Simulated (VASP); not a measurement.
## Sn: single point with PBE

Sn:

```
CELL_PARAMETERS angstrom
3.38662 0.00000 0.00000
-1.69331 2.93290 0.00000
0.00000 0.00000 5.58687
ATOMIC_POSITIONS crystal
Sn 0.33333 0.66667 0.25000
Sn 0.66667 0.33333 0.75000
```

```
Program             : VASP 6.6.1
Task                : single point
Functional          : PBE
Potentials or basis : VASP PAW PBE potentials, release 64 (Sn_d)
Cutoff              : 520 eV
k mesh              : 12 × 12 × 8
Occupations         : gaussian, width 0.1 eV
Spin                : no spin polarisation
```

```yaml
Pressure: -0.1 GPa
Band_gap_on_the_k_mesh: zero (band 14 reaches 13.67 eV, above the bottom of band 15 at 5.48 eV)
```

Levels at points of the mesh, in eV from the Fermi level:
| k point | band 11 | band 12 | band 13 | band 14 | band 15 | band 16 | band 17 | band 18 |
| --- | --- | --- | --- | --- | --- | --- | --- | --- |
| (0.00, 0.00, 0.00) | -10.86 | -6.74 | -4.42 | 5.84 | 5.84 | 7.53 | 7.53 | 7.60 |
| (0.50, 0.00, 0.00) | -6.91 | -5.77 | -2.32 | -1.40 | -0.63 | 1.36 | 2.25 | 5.78 |
| (0.00, 0.00, 0.50) | -9.62 | -9.62 | 0.94 | 0.94 | 6.71 | 6.71 | 6.71 | 6.71 |
| (0.50, 0.00, 0.50) | -5.89 | -5.89 | -3.86 | -3.86 | 3.54 | 3.54 | 3.77 | 3.77 |

Wall time 35 s on 1 thread of Intel(R) Xeon(R) 6975P-C (Granite Rapids), on a shared host, peak memory 0.23 GiB.

Caveat: spin-orbit coupling is left out, which moves the levels of the heavy elements.
